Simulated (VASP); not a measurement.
Here is a VASP 6.6.1 calculation.

Contents of POSCAR:

```
SrTiO3
1.0
   -3.9023399700      0.0000000000     -3.9023399700
    0.0000000000     -3.9023399700      0.0000000000
   -3.9023399700      0.0000000000      3.9023399700
Sr Ti O
2 2 6
Direct
    0.0000000000      0.0000000000      0.0000000000
    0.5000000000      0.0000000000      0.5000000000
    0.0000000000      0.5000000000      0.5000000000
    0.5000000000      0.5000000000      0.0000000000
    0.7500000000      0.5000000000      0.2500000000
    0.2500000000      0.5000000000      0.7500000000
    0.0000000000      0.0000000000      0.5000000000
    0.5000000000      0.0000000000      0.0000000000
    0.7500000000      0.5000000000      0.7500000000
    0.2500000000      0.5000000000      0.2500000000
```

File INCAR.step1:

```
ALGO = Normal ; EDIFF = 1E-4
ENCUT = 520 ; GGA = PE
ISMEAR = 1 ; ISPIN = 2
LASPH = True ; LCHARG = False
LMAXMIX = 4 ; LREAL = False
LWAVE = True ; MAGMOM = 0 0 0 0 0 0 0 0 0 0
NBANDS = 55 ; NELM = 150
PREC = Accurate ; SIGMA = 0.0343
```

The input INCAR.step2:

```
ALGO = Normal ; EDIFF = 1E-6
ENCUT = 520 ; ISIF = 2
ISMEAR = 1 ; ISPIN = 2
ISTART = 1 ; LASPH = True
LCHARG = True ; LELF = True
LMAXMIX = 4 ; LMIXTAU = True
LORBIT = 11 ; LREAL = False
LVHAR = True ; LWAVE = False
MAGMOM = 0 0 0 0 0 0 0 0 0 0 ; METAGGA = R2SCAN
NBANDS = 55 ; NELM = 150
PREC = Accurate ; SIGMA = 0.0343
```

File KPOINTS:

```
Automatic mesh
0
Gamma
  3 5 3
  0 0.5 0
```

Potentials or basis: VASP PAW PBE potentials, release 64 (Sr_sv, Ti_sv, O).

The run is started by

```bash
$ cat potpaw_PBE.64/Sr_sv/POTCAR potpaw_PBE.64/Ti_sv/POTCAR potpaw_PBE.64/O/POTCAR > POTCAR
$ cp INCAR.step1 INCAR
$ mpirun -np 1 vasp_std > vasp.out
$ cp INCAR.step2 INCAR
$ mpirun -np 1 vasp_std > vasp.out
```

What does it give for the pressure?

1.6 GPa.

Predict the band gap on the k mesh.

2.29 eV.

Predict the net moment.

0.00 μB per cell.

Stress tensor (GPa, compression positive):
```
1.65 0.00 0.00
0.00 1.54 0.00
0.00 0.00 1.65
```

Caveat: the PAW data sets were made with another functional, which shifts forces and pressure a little; a shifted mesh leaves out Γ, where band edges can lie. A k mesh can miss the band edges.
